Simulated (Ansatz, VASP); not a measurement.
**One calculation of SnO, two programs**

```
CELL_PARAMETERS angstrom
3.80200 -0.01901 -0.01901
-0.01901 3.80200 -0.01901
-0.02418 -0.02418 4.83600
ATOMIC_POSITIONS crystal
Sn 0.00000 0.50000 0.23850
Sn 0.50000 0.00000 0.76150
O 0.00000 0.00000 0.00000
O 0.50000 0.50000 0.00000
```

Change from the starting cell: equal xy, yz and zx shear strains of -1 %, crystal datasets.

Alike in both runs: task electric field gradients; functional LDA; k mesh 6 × 6 × 5; occupations fermi-dirac, width 0.02 eV; no spin polarisation.

```csv
,VASP,Ansatz
version,VASP 6.6.1,Ansatz 0.2.0
potentials or method,"VASP PAW LDA potentials, release 64 (Sn_d, O), cutoff 520 eV","all-electron PAW with datasets made for the crystal, scalar-relativistic"
```

Ansatz gave:

| Item | Value |
| --- | --- |
| pressure (GPa) | -2.8 |
| traceless stress, the component that is largest in VASP (GPa) | 0.85 |
| rms of the force components (eV/Å) | 0.110 |
| size of Vzz on the site where it differs most (V/Å²) | 169.9 |

**Question.** Which values does VASP return?

**Answer.** Pressure (GPa): -2.5; traceless stress, the component that is largest in VASP (GPa): 0.84; rms of the force components (eV/Å): 0.071; size of Vzz on the site where it differs most (V/Å²): 165.4.

LDA's correlation is that of Perdew and Zunger in VASP and of Perdew and Wang (1992) in Ansatz. Atom by atom the forces differ by 0.044 eV/Å (rms over components). Ansatz ran all-electron here, and VASP with PAW potentials.
